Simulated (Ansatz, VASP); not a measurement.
# Two plane-wave programs on Hf

The input INCAR:

```
PREC = Accurate
ENCUT = 520
EDIFF = 1E-6
ISMEAR = 0
SIGMA = 0.15
LREAL = F
LASPH = T
NELM = 60
ALGO = Fast
ISIF = 2
LWAVE = F
LCHARG = F
GGA = PS
NBANDS = 11
```

KPOINTS

```
Automatic mesh
0
Gamma
  20 20 20
```

The input POSCAR:

```
Hf
1.0
   -1.8297291003      1.8297291003      1.7565399363
    1.8297291003     -1.8297291003      1.7565399363
    1.8297291003      1.8297291003     -1.7565399363
Hf
1
Direct
    0.0000000000      0.0000000000      0.0000000000
```

Input for Ansatz:

```yaml
crystal:
  lattice:
    - [-1.8297291003, 1.8297291003, 1.7565399363]
    - [1.8297291003, -1.8297291003, 1.7565399363]
    - [1.8297291003, 1.8297291003, -1.7565399363]
  atoms:
    - { symbol: Hf, position: [0.0, 0.0, 0.0] }
basis:
  ecutwfc: 420
kpoints:
  mp_grid: { grid: [20, 20, 20] }
hamiltonian:
  xc: pbesol
scf:
  occupations: { method: gaussian, width: 0.15 }
output:
  forces: true
  stress: true
  eigenvalues: true
```

Alike in both runs: task single point; functional PBEsol; k mesh 20 × 20 × 20; occupations gaussian, width 0.15 eV; no spin polarisation.

```csv
,VASP,Ansatz
version,VASP 6.6.1,Ansatz 0.2.0
potentials or method,"VASP PAW PBE potentials, release 64 (Hf_pv), cutoff 520 eV","scalar-relativistic, plane waves, PAW"
valence electrons in the cell,10,26
```

```csv
,VASP,Ansatz,Ansatz less VASP
gap on the k mesh at the Fermi level (eV),none,none,-
pressure (GPa),-9.2,-8.9,+0.25
"traceless stress, the component that is largest in VASP (GPa)",-1.51,-1.47,+0.038
```

VASP's potentials were made for PBE, not for PBEsol. A gap of «none» marks a metal or a gap that the smearing closes. The functional is the same, so the differences come from potentials, cutoffs and numerics. VASP's potentials hold 10 valence electrons a cell and Ansatz's 26, so a difference there can come from the potentials and not from the codes.

Spin-orbit coupling is off throughout.
